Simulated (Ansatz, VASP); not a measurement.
## NiO2: VASP beside Ansatz

File INCAR:

```
SYSTEM = NiO2
ALGO = Normal
EDIFF = 1E-6
ENCUT = 700
GGA = PS
GGA_COMPAT = .False.
ISIF = 2
ISMEAR = 0
LASPH = .True.
LCHARG = .False.
LREAL = .False.
LWAVE = .False.
NBANDS = 22
NELM = 120
PREC = Accurate
SIGMA = 0.05
```

The input KPOINTS:

```
k-points
0
Gamma
  12 12 6
  0 0 0
```

The input POSCAR:

```
NiO2
1.0
    2.7396061943      0.0000000000      0.0000000000
   -1.3698030971      2.3725685606      0.0000000000
    0.0000000000      0.0000000000      5.0402184517
Ni O
1 2
Direct
    0.0000000000      0.0000000000      0.5000000000
    0.6666666667      0.3333333333      0.6912080179
    0.3333333333      0.6666666667      0.3087919821
```

Input for Ansatz:

```yaml
crystal:
  lattice:
    - [2.7396061943, 0.0, 0.0]
    - [-1.3698030971, 2.3725685606, 0.0]
    - [0.0, 0.0, 5.0402184517]
  atoms:
    - { symbol: Ni, position: [0.0, 0.0, 0.5] }
    - { symbol: O, position: [0.6666666667, 0.3333333333, 0.6912080179] }
    - { symbol: O, position: [0.3333333333, 0.6666666667, 0.3087919821] }
basis:
  ecutwfc: 420
kpoints:
  mp_grid: { grid: [12, 12, 6] }
hamiltonian:
  xc: pbesol
scf:
  occupations: { method: gaussian, width: 0.05 }
output:
  forces: true
  stress: true
  eigenvalues: true
```

Alike in both runs: task single point; functional PBEsol; k mesh 12 × 12 × 6; occupations gaussian, width 0.05 eV; no spin polarisation.

```csv
,VASP,Ansatz
version,VASP 6.6.1,Ansatz 0.2.0
potentials or method,"VASP PAW PBE potentials, release 64 (Ni_sv_GW, O), cutoff 700 eV","scalar-relativistic, plane waves, PAW"
valence electrons in the cell,30,30
```

|  | VASP | Ansatz | Ansatz less VASP |
| --- | --- | --- | --- |
| gap on the k mesh at the Fermi level (eV) | 1.13 | 1.14 | +0.009 |
| least direct gap on the mesh (eV) | 1.33 | 1.33 | +0.007 |
| pressure (GPa) | 2.7 | 2.8 | +0.17 |
| traceless stress, the component that is largest in VASP (GPa) | -5.01 | -4.60 | +0.407 |
| rms of the force components (eV/Å) | 0.068 | 0.090 | +0.0218 |

VASP's potentials were made for PBE, not for PBEsol. Atom by atom the forces differ by 0.022 eV/Å (rms over components).
